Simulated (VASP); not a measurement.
VO2: single point with PBE+U

Crystal: VO2.

```xyz
6
Lattice="4.6441 0.0000 0.0000 0.0000 4.6441 0.0000 0.0000 0.0000 3.0997" Properties=species:S:1:pos:R:3 pbc="T T T"
V     0.0000    0.0000    0.0000
V     2.3221    2.3221    1.5499
O     1.3949    1.3949    0.0000
O     0.9272    3.7169    1.5499
O     3.2493    3.2493    0.0000
O     3.7169    0.9272    1.5499
```

| Item | Value |
| --- | --- |
| Program | VASP 6.6.1 |
| Task | single point |
| Functional | PBE |
| Potentials or basis | VASP PAW PBE potentials, release 64 (V_sv, O) |
| Cutoff | 600 eV |
| k mesh | 6 × 6 × 10 |
| Occupations | gaussian, width 0.02 eV |
| Spin | collinear spin, ferromagnetic start |
| Starting moments | [0.95, 0.95, 0.0, 0.0, 0.0, 0.0] μB |
| Hubbard terms | V d U = 3.25 eV |
| Dipole correction | no |
| Further INCAR settings | ALGO = Normal; EDIFF = 1e-06; NBANDS = 38 |

The pressure is -15.6 GPa. The largest force is 0.009 eV/Å and the band gap on the k mesh is 0.74 eV (least direct gap 0.95 eV). The net moment is 2.00 μB per cell, the site moments are V +1.11; O -0.07 μB and the valence electrons inside the program's atomic spheres are V 11.16; O 5.00.

Forces in eV/Å, atoms in the order of the input:
```
V    0.000  0.000  0.000
V    0.000  0.000  0.000
O    0.006  0.006  0.000
O   -0.006  0.006  0.000
O   -0.006 -0.006  0.000
O    0.006 -0.006  0.000
```

Stress tensor (GPa, compression positive):
```
-15.51   0.00   0.00
  0.00 -15.51   0.00
  0.00   0.00 -15.68
```

Levels at points of the mesh, in eV from the valence-band top:
Spin up:
| k point | band 24 | band 25 | band 26 | band 27 | band 28 | band 29 |
| --- | --- | --- | --- | --- | --- | --- |
| (0.00, 0.00, 0.00) | -0.53 | -0.53 | 0.00 | 0.95 | 1.09 | 1.09 |
| (0.50, 0.00, 0.00) | -0.94 | -0.70 | -0.70 | 1.63 | 1.63 | 2.01 |
| (0.50, 0.50, 0.00) | -1.51 | -1.37 | -1.37 | 1.11 | 1.11 | 2.34 |
| (0.00, 0.00, 0.50) | -1.53 | -1.08 | -1.08 | 1.76 | 1.76 | 2.28 |
| (0.50, 0.00, 0.50) | -1.08 | -1.01 | -1.01 | 0.74 | 0.74 | 2.39 |
| (0.50, 0.50, 0.50) | -1.08 | -0.72 | -0.72 | 1.48 | 1.48 | 1.80 |
Spin down:
```csv
k point,band 21,band 22,band 23,band 24,band 25,band 26,band 27,band 28
"(0.00, 0.00, 0.00)",-1.01,-0.68,-0.68,-0.19,1.89,1.94,1.94,2.45
"(0.50, 0.00, 0.00)",-2.00,-2.00,-0.87,-0.87,2.43,2.43,2.78,2.78
"(0.50, 0.50, 0.00)",-1.73,-1.73,-1.46,-1.46,1.96,1.96,2.39,2.39
"(0.00, 0.00, 0.50)",-2.42,-2.42,-1.58,-1.58,2.53,2.53,2.93,2.93
"(0.50, 0.00, 0.50)",-2.01,-2.01,-1.17,-1.17,1.62,1.62,3.07,3.07
"(0.50, 0.50, 0.50)",-1.42,-1.42,-0.82,-0.82,2.24,2.24,2.54,2.54
```

Eigenvalues of the final occupation matrices:
```csv
site,spin,trace,eigenvalues
site 1 d,1,1.88,0.14 0.17 0.28 0.36 0.93
site 1 d,2,0.79,0.05 0.10 0.12 0.25 0.28
site 2 d,1,1.88,0.14 0.17 0.28 0.36 0.93
site 2 d,2,0.79,0.05 0.10 0.12 0.25 0.28
```

Wall time 4.7 min on 1 thread of Intel(R) Xeon(R) Platinum 8488C (Sapphire Rapids), on a shared host, peak memory 0.41 GiB.

Caveat: the cell stands under tension. The state reached can hang on the start; a lower one may exist.
